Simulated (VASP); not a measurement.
Wanted: the native input for a VASP 6.6.1 run.

- Task: single point
- Functional: r2SCAN
- Potentials or basis: VASP PAW PBE potentials, release 64 (C)
- Cutoff: 520 eV
- k mesh: 12 × 12 × 12
- Occupations: gaussian, width 0.05 eV
- Spin: no spin polarisation
- Dipole correction: no
- Further INCAR settings: ALGO = Normal; EDIFF = 1e-06; NBANDS = 11

Crystal: C.

```
C
1.0
     0.00000    1.83031    1.68389
     1.83031    0.00000    1.68389
     1.83031    1.83031    0.00000
C
2
Cartesian
  1.8303 1.8303 1.6839
  2.7455 2.7455 2.5258
```

This cell differs from its parent crystal: ratio of the length along z to the lengths across it x 0.92, volume and fractional coordinates fixed.

These files were run (other wordings do the same):

POSCAR

```
C
1.0
    0.0000000000      1.8303127280      1.6838877097
    1.8303127280      0.0000000000      1.6838877097
    1.8303127280      1.8303127280      0.0000000000
C
2
Direct
    0.5000000000      0.5000000000      0.5000000000
    0.7500000000      0.7500000000      0.7500000000
```

INCAR.step1

```
SYSTEM = C
PREC = Accurate ; ENCUT = 520
ISMEAR = 0 ; SIGMA = 0.05
LREAL = .FALSE. ; LASPH = .TRUE.
NELM = 80 ; NBANDS = 11
GGA = PE ; ALGO = Normal
EDIFF = 1E-4 ; LWAVE = .TRUE.
LCHARG = .FALSE.
```

INCAR.step2

```
SYSTEM = C
PREC = Accurate ; ENCUT = 520
EDIFF = 1E-6 ; ISMEAR = 0
SIGMA = 0.05 ; LREAL = .FALSE.
LASPH = .TRUE. ; NELM = 80
ALGO = Normal ; ISIF = 2
LWAVE = .FALSE. ; LCHARG = .FALSE.
METAGGA = R2SCAN ; LMIXTAU = .TRUE.
NBANDS = 11 ; ISTART = 1
```

KPOINTS

```
regular mesh
0
G
  12 12 12
  0 0 0
```

Potentials or basis: VASP PAW PBE potentials, release 64 (C).

The run is started by

```console
$ cat potpaw_PBE.64/C/POTCAR > POTCAR
$ cp INCAR.step1 INCAR
$ mpirun -np 1 vasp_std > vasp.out
$ cp INCAR.step2 INCAR
$ mpirun -np 1 vasp_std > vasp.out
```

It gave:

| Property | Result |
| --- | --- |
| Pressure | 1.3 GPa |
| Band gap on the k mesh | 2.21 eV, indirect (least direct gap 4.38 eV) |

Caveat: the PAW data sets were made with another functional, which shifts forces and pressure a little.

Wall time 45 s on 1 thread of AMD EPYC 9R45 (Zen 5), on a shared host, peak memory 0.09 GiB.
